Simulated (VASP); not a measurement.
# Bi2Te3 (R-3m) in VASP: single point with PBE

Aim: the single point of Bi2Te3 with PBE.

All numbers are computed with VASP 6.6.1; they aren't measurements. Logs are shortened: lines on timing, memory, paths and dates and some standing lists are left out, and cuts for length are marked.

**Measured values to compare with.**

From “Vacancy and Antisite-Induced Ferromagnetism in Liquid-Phase Exfoliated Bi2Te3”, 2024, arxiv:2412.10539, for a bulk crystal of Bi2Te3: band gap 0.17 eV.

The runs below are set against these values where they give the same quantity.

## 1. The cell of the first run

Symmetry: R-3m, No. 166, trigonal system. The conventional cell has a = 4.447 Å, b = 4.447 Å, c = 32.160 Å, α = 90.00°, β = 90.00°, γ = 120.00°. Bi (site symmetry 3m) has 6 Te at 3.09 to 3.29 Å within 4.1 Å. Within 4.6 Å of Te (site symmetry -3m) lie 6 Bi at 3.29 Å and 12 Te at 4.45 to 4.56 Å. Within 4.1 Å of Te (site symmetry 3m) lie 3 Bi at 3.09 Å and 3 Te at 4.08 Å.

## 2. Single point, PBE

INCAR

```
PREC = Accurate
ENCUT = 520
EDIFF = 1E-6
ISMEAR = 0
SIGMA = 0.02
LREAL = F
LASPH = T
NELM = 100
ALGO = Normal
ISIF = 2
LWAVE = F
LCHARG = F
GGA = PE
NBANDS = 32
```

KPOINTS

```
Automatic mesh
0
Gamma
  12 12 12
```

POSCAR

```
Bi2Te3
1.0
    2.2234355405      1.2837011061     10.7201026762
   -2.2234355405      1.2837011061     10.7201026762
    0.0000000000     -2.5674022174     10.7201026756
Bi Te
2 3
Direct
    0.3972261629      0.3972261629      0.3972261629
    0.6027738371      0.6027738371      0.6027738371
    0.0000000000      0.0000000000      0.0000000000
    0.2160054996      0.2160054996      0.2160054996
    0.7839945004      0.7839945004      0.7839945004
```

Potentials or basis: VASP PAW PBE potentials, release 64 (Bi_d, Te).

Run with:

```console
$ cat potpaw_PBE.64/Bi_d/POTCAR potpaw_PBE.64/Te/POTCAR > POTCAR
$ mpirun -np 1 vasp_std > vasp.out
```

OUTCAR:

```text
PREC = Accurate
   ENCUT = 520
   EDIFF = 1E-6
   ISMEAR = 0
   LREAL = F
   LASPH = T
   NELM = 100
   ISIF = 2
   GGA = PE

 ion  position               nearest neighbor table
   1  0.397  0.397  0.397-   5 3.09   5 3.09   5 3.09   3 3.29   3 3.29   3 3.29
   2  0.603  0.603  0.603-   4 3.09   4 3.09   4 3.09   3 3.29   3 3.29   3 3.29
   3  0.000  0.000  0.000-   2 3.29   1 3.29   2 3.29   2 3.29   1 3.29   1 3.29
   4  0.216  0.216  0.216-   2 3.09   2 3.09   2 3.09
   5  0.784  0.784  0.784-   1 3.09   1 3.09   1 3.09

  LATTYP: Found a trigonal (rhomboedric) cell.
 ALAT       =    11.0232552144
 COS(alpha) =     0.9186309290

  Lattice vectors:

 A1 = (   2.2234355405,   1.2837011061,  10.7201026762)
 A2 = (  -2.2234355405,   1.2837011061,  10.7201026762)
 A3 = (   0.0000000000,  -2.5674022174,  10.7201026756)

Analysis of symmetry for initial positions (statically):
=====================================================================
 Subroutine PRICEL returns:
 Original cell was already a primitive cell.

 Routine SETGRP: Setting up the symmetry group for a
 trigonal (rhombohedral) supercell.

 Subroutine GETGRP returns: Found 12 space group operations
 (whereof 12 operations were pure point group operations)
 out of a pool of 12 trial point group operations.

The static configuration has the point symmetry D_3d.

Analysis of symmetry for dynamics (positions and initial velocities):
=====================================================================
 Subroutine PRICEL returns:
 Original cell was already a primitive cell.

 Routine SETGRP: Setting up the symmetry group for a
 trigonal (rhombohedral) supercell.

 Subroutine GETGRP returns: Found 12 space group operations
 (whereof 12 operations were pure point group operations)
 out of a pool of 12 trial point group operations.

The dynamic configuration has the point symmetry D_3d.

 Subroutine INISYM returns: Found 12 space group operations
 (whereof 12 operations are pure point group operations),
 and found     1 'primitive' translations

----------------------------------------------------------------------------------------

                                     Primitive cell

  volume of cell :     183.5856

  direct lattice vectors                    reciprocal lattice vectors
     2.223435541  1.283701106 10.720102676     0.224877219  0.129832923  0.031094230
    -2.223435541  1.283701106 10.720102676    -0.224877219  0.129832923  0.031094230
     0.000000000 -2.567402217 10.720102676     0.000000000 -0.259665845  0.031094230

  length of vectors
    11.023255214 11.023255214 11.023255214     0.261520941  0.261520941  0.261520941

  position of ions in fractional coordinates (direct lattice)
     0.397226163  0.397226163  0.397226163
     0.602773837  0.602773837  0.602773837
     0.000000000  0.000000000  0.000000000
     0.216005500  0.216005500  0.216005500
     0.783994500  0.783994500  0.783994500

  ion indices of the primitive-cell ions
   primitive index   ion index
                 1           1
                 2           2
                 3           3
                 4           4
                 5           5

----------------------------------------------------------------------------------------

 KPOINTS: Automatic mesh

Automatic generation of k-mesh.
 Grid dimensions read from file:
 generate k-points for:   12   12   12

 Generating k-lattice:

  Cartesian coordinates                     Fractional coordinates (reciprocal lattice)
     0.018739768  0.010819410  0.002591186     0.083333333  0.000000000  0.000000000
    -0.018739768  0.010819410  0.002591186     0.000000000  0.083333333  0.000000000
     0.000000000 -0.021638820  0.002591186     0.000000000  0.000000000  0.083333333

  Length of vectors
     0.021793412  0.021793412  0.021793412

  Shift w.r.t. Gamma in fractional coordinates (k-lattice)
     0.000000000  0.000000000  0.000000000

 Subroutine IBZKPT returns following result:
 ===========================================

 Found    189 irreducible k-points:

 Following reciprocal coordinates:
            Coordinates               Weight
  0.000000  0.000000  0.000000      1.000000
  0.083333 -0.000000  0.000000      6.000000
  0.166667  0.000000  0.000000      6.000000
  0.250000  0.000000  0.000000      6.000000
  0.333333 -0.000000  0.000000      6.000000
  0.416667  0.000000  0.000000      6.000000
[... 16 lines left out ...]
  0.500000  0.166667  0.000000     12.000000
 -0.416667  0.166667  0.000000     12.000000
 [... further k-points ...]
   k-points           NKPTS =    189   k-points in BZ     NKDIM =    189   number of bands    NBANDS=     32
   number of dos      NEDOS =    301   number of ions     NIONS =      5
   total plane-waves  NPLWV = 592704
   dimension x,y,z NGX =    84 NGY =   84 NGZ =   84
   dimension x,y,z NGXF=   168 NGYF=  168 NGZF=  168
   ions per type =               2   3
   NGX,Y,Z   is equivalent  to a cutoff of  12.67, 12.67, 12.67 a.u.
   NGXF,Y,Z  is equivalent  to a cutoff of  25.34, 25.34, 25.34 a.u.
 SYSTEM =  unknown system
   PREC   = accura    normal or accurate (medium, high low for compatibility)
   ISTART =      0    job   : 0-new  1-cont  2-samecut
   ICHARG =      2    charge: 1-file 2-atom 10-const
   ISPIN  =      1    spin polarized calculation?
   LNONCOLLINEAR =      F non collinear calculations
   LSORBIT =      F    spin-orbit coupling
   LASPH  =      T    aspherical Exc in radial PAW
   ENCUT  =  520.0 eV  38.22 Ry    6.18 a.u.  20.50 20.50 20.50*2*pi/ulx,y,z
   NELM   =    100;   NELMIN=  2; NELMDL= -5     # of ELM steps
   EDIFF  = 0.1E-05   stopping-criterion for ELM
   LREAL  =      F    real-space projection
   EDIFFG = 0.1E-04   stopping-criterion for IOM
   NSW    =      0    number of steps for IOM
   IBRION =     -1    ionic relax: 0-MD 1-quasi-New 2-CG
   NFREE  =      0    steps in history (QN), initial steepest desc. (CG)
   ISIF   =      2    stress and relaxation
   ISYM   =      2    0-nonsym 1-usesym 2-fastsym
   POTIM  = 0.5000    time-step for ionic-motion
   TEBEG  =    0.0;   TEEND  =   0.0 temperature during run
   PSTRESS=    0.0 pullay stress
   NELECT =      48.0000    total number of electrons
   NUPDOWN=      -1.0000    fix difference up-down
   EMIN   =  10.00;   EMAX   =-10.00  energy-range for DOS
   EFERMI =   0.00;   METHOD = LEGACY
   ISMEAR =     0;   SIGMA  =   0.02  broadening in eV -4-tet -1-fermi 0-gaus
   EFERMI_NEDOS =   21; number of points for ismear=-14 and -15
   IALGO  =     38    algorithm
   IMIX   =      4    mixing-type and parameters
     AMIX     =   0.40;   BMIX     =  1.00
     AMIX_MAG =   1.60;   BMIX_MAG =  1.00
  volume/ion in A,a.u.               =      36.72       247.78
  Fermi-wavevector in a.u.,A,eV,Ry     =   1.046829  1.978220 14.909954  1.095851
  Thomas-Fermi vector in A             =   2.181683
   LORBIT       =      0    0 simple, 1 ext, 2 COOP (PROOUT), +10 PAW based schemes
   GGA     = PE    functional components
   LHFCALC =     F    Hartree Fock is set to
   AEXX    =    0.0000 exact exchange contribution
   IVDW    =     0    specifies the selected vdW correction
   LEPSILON=     F    determine dielectric tensor
   LRPA    =     F    only Hartree local field effects (RPA)
 non-spin polarized calculation
 Gauss-broadening in eV      SIGMA  =   0.02
  energy-cutoff  :      520.00
  volume of cell :      183.59
 maximum number of plane-waves:      4976
 NGX is ok and might be reduce to    84
   NGX = 41   NGY = 41   NGZ = 41

 number of electron      48.0000002 magnetization

 Free energy of the ion-electron system (eV)
  ---------------------------------------------------
  ext. energy  EPLUGINS =         0.00000000
  ---------------------------------------------------
  free energy    TOTEN  =       -18.40416259 eV

  energy without entropy =      -18.40416259  energy(sigma->0) =      -18.40416259

 E-fermi :   5.1330     XC(G=0):  -8.9169

 val. band max:        4.9991746227   @ k =   0.0000   0.0000   0.0000
 cond. band min:       5.5364814251   @ k =   0.0000   0.0000   0.0000
 fundamental gap:      0.5373068024
 Fermi energy:         5.1329591653

 k-point     1 :       0.0000    0.0000    0.0000
  band No.  band energies     occupation
      1     -17.9158      2.00000
      2     -17.9158      2.00000
      3     -17.9147      2.00000
      4     -17.9147      2.00000
      5     -17.9105      2.00000
      6     -17.9094      2.00000
[... 24 lines left out ...]
     31      10.2281      0.00000
     32      11.1443      0.00000

 k-point     2 :       0.0833   -0.0000    0.0000
  band No.  band energies     occupation
      1     -17.9163      2.00000
      2     -17.9152      2.00000
      3     -17.9151      2.00000
      4     -17.9141      2.00000
      5     -17.9101      2.00000
      6     -17.9090      2.00000
[... 24 lines left out ...]
     31      10.2068      0.00000
     32      10.5684      0.00000

 k-point     3 :       0.1667    0.0000    0.0000
  band No.  band energies     occupation
      1     -17.9175      2.00000
      2     -17.9162      2.00000
      3     -17.9135      2.00000
      4     -17.9124      2.00000
      5     -17.9092      2.00000
      6     -17.9081      2.00000
[... 24 lines left out ...]
     31       9.7230      0.00000
     32      10.5005      0.00000

 k-point     4 :       0.2500    0.0000    0.0000
  band No.  band energies     occupation
      1     -17.9196      2.00000
      2     -17.9180      2.00000
      3     -17.9119      2.00000
      4     -17.9106      2.00000
      5     -17.9098      2.00000
      6     -17.9079      2.00000
[... 24 lines left out ...]
     31       9.2633      0.00000
     32      10.7948      0.00000

 k-point     5 :       0.3333   -0.0000    0.0000
  band No.  band energies     occupation
      1     -17.9218      2.00000
      2     -17.9200      2.00000
      3     -17.9112      2.00000
      4     -17.9108      2.00000
      5     -17.9095      2.00000
      6     -17.9088      2.00000
[... 584 lines left out ...]
     31       9.7711      0.00000
     32       9.8750      0.00000

 k-point    22 :       0.4167    0.1667   -0.0000
  band No.  band energies     occupation
      1     -17.9203      2.00000
      2     -17.9190      2.00000
      3     -17.9124      2.00000
      4     -17.9110      2.00000
      5     -17.9093      2.00000
      6     -17.9081      2.00000
[... 24 lines left out ...]
     31       9.5759      0.00000
     32      10.3575      0.00000

 k-point    23 :       0.5000    0.1667    0.0000
  band No.  band energies     occupation
      1     -17.9214      2.00000
      2     -17.9197      2.00000
      3     -17.9129      2.00000
      4     -17.9106      2.00000
      5     -17.9098      2.00000
      6     -17.9082      2.00000
[... 24 lines left out ...]
     31       9.4642      0.00000
     32      10.2870      0.00000

 k-point    24 :      -0.4167    0.1667    0.0000
  band No.  band energies     occupation
      1     -17.9218      2.00000
      2     -17.9200      2.00000
      3     -17.9131      2.00000
      4     -17.9105      2.00000
      5     -17.9099      2.00000
      6     -17.9083      2.00000
[... 24 lines left out ...]
     31       9.3850      0.00000
     32      10.2958      0.00000

 [... further k-points ...]

------------------------ aborting loop because EDIFF is reached ----------------------------------------

  FORCE on cell =-STRESS in cart. coord.  units (eV):
  Direction    XX          YY          ZZ          XY          YZ          ZX
  --------------------------------------------------------------------------------------
  -------------------------------------------------------------------------------------
  Total       -0.0217068     -0.0217068     -0.0099054      0.0000000     -0.0000000      0.0000000
  in kB       -0.1894380     -0.1894380     -0.0864458      0.0000000     -0.0000000      0.0000000
  external PRESSURE =      -0.1551073 kB  Pullay stress =       0.0000000 kB

 VOLUME and BASIS-vectors are now :
 -----------------------------------------------------------------------------
  energy-cutoff  :      520.00
  volume of cell :      183.59
      direct lattice vectors                 reciprocal lattice vectors
     2.223435541  1.283701106 10.720102676     0.224877219  0.129832923  0.031094230
    -2.223435541  1.283701106 10.720102676    -0.224877219  0.129832923  0.031094230
     0.000000000 -2.567402217 10.720102676     0.000000000 -0.259665845  0.031094230

 POSITION                                       TOTAL-FORCE (eV/Angst)
 -----------------------------------------------------------------------------------
      0.00000     -0.00000     12.77492         0.000000      0.000000     -0.008838
      0.00000     -0.00000     19.38539         0.000000     -0.000000      0.008838
      0.00000      0.00000      0.00000         0.000000      0.000000     -0.000000
      0.00000     -0.00000      6.94680         0.000000      0.000000     -0.008805
      0.00000     -0.00000     25.21350         0.000000     -0.000000      0.008805
 -----------------------------------------------------------------------------------
    total drift:                                0.000000      0.000000     -0.000000

  FREE ENERGIE OF THE ION-ELECTRON SYSTEM (eV)
  ---------------------------------------------------
  free  energy   TOTEN  =       -18.4041625889 eV

  energy  without entropy=      -18.4041625889  energy(sigma->0) =      -18.40416259
```

Wall time 85 min (1 thread of AMD EPYC 9R45 (Zen 5), shared host); peak memory 1.6 GiB.

What came out:

```
Free energy            : -18.4042 eV
Pressure               : 0.0 GPa
Largest force          : 0.009 eV/Å
Band gap on the k mesh : 0.54 eV
```

Forces on the atoms (eV/Å):
```
Bi   0.000  0.000 -0.009
Bi   0.000  0.000  0.009
Te   0.000  0.000  0.000
Te   0.000  0.000 -0.009
Te   0.000  0.000  0.009
```

Caveat: spin-orbit coupling is left out, which moves the levels of the heavy elements.

## 3. Against experiment

Step 2. Against the measured gap of Bi2Te3, 0.17 eV (quoted in “Vacancy and Antisite-Induced Ferromagnetism in Liquid-Phase Exfoliated Bi2Te3”, 2024, arxiv:2412.10539), the calculated 0.54 eV is off by +0.37 eV. Spin-orbit coupling on Bi, Te is left out. The value is that of PBE on a finite k mesh, which can miss the band edges, without temperature or zero-point motion.
